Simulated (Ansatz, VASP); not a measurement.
This is a calculation of Au for VASP 6.6.1.

The input INCAR:

```
PREC = Accurate ; ENCUT = 520
EDIFF = 1E-7 ; ISMEAR = -1
SIGMA = 0.02 ; LREAL = F
LASPH = T ; NELM = 100
ALGO = Normal ; ISIF = 2
LWAVE = F ; LCHARG = F
GGA = PE ; NBANDS = 12
```

Contents of KPOINTS:

```
regular mesh
0
Gamma
  8 8 8
```

The input POSCAR:

```
Au
1.0
    0.0000000000      2.0350000000      2.0350000000
    2.0350000000      0.0000000000      2.0350000000
    2.0350000000      2.0350000000      0.0000000000
Au
1
Direct
    0.0000000000      0.0000000000      0.0000000000
```

Potentials or basis: VASP PAW PBE potentials, release 64 (Au).

The run is started by

```console
$ cat potpaw_PBE.64/Au/POTCAR > POTCAR
$ mpirun -np 1 vasp_std > vasp.out
```

Q: Set up the same calculation for Ansatz 0.2.0. Potentials there: all-electron LAPW, scalar-relativistic.

A: As run (the cutoff follows the program's own potentials):

input.yaml

```yaml
crystal:
  lattice:
    - [0.0, 2.035, 2.035]
    - [2.035, 0.0, 2.035]
    - [2.035, 2.035, 0.0]
  atoms:
    - { symbol: Au, position: [0.0, 0.0, 0.0] }
kpoints:
  mp_grid: { grid: [8, 8, 8] }
scf:
  occupations: { method: fermi_dirac, width: 0.02 }
hamiltonian:
  xc: pbe
  pseudopotentials: { kind: all_electron, lapw: { basis_error: 0.002 } }
output:
  forces: true
  stress: true
  eigenvalues: true
```

Potentials or basis: all-electron LAPW, scalar-relativistic.

Command:

```bash
$ ansatz run input.yaml --threads 1 --pin off --max-ram 3072MiB --backend cpu --events-out ev --progress --plain --runs-dir out
```

Both were run:

|  | VASP | Ansatz | Ansatz less VASP |
| --- | --- | --- | --- |
| gap on the k mesh at the Fermi level (eV) | none | none | - |
| pressure (GPa) | 11.5 | 11.8 | +0.30 |

A gap of «none» marks a metal or a gap that the smearing closes. Ansatz ran all-electron here, and VASP with PAW potentials.

Spin-orbit coupling is off throughout. Noted on Ansatz's run: the k mesh is thin for a metal, which can move the energy by tens of meV per atom.
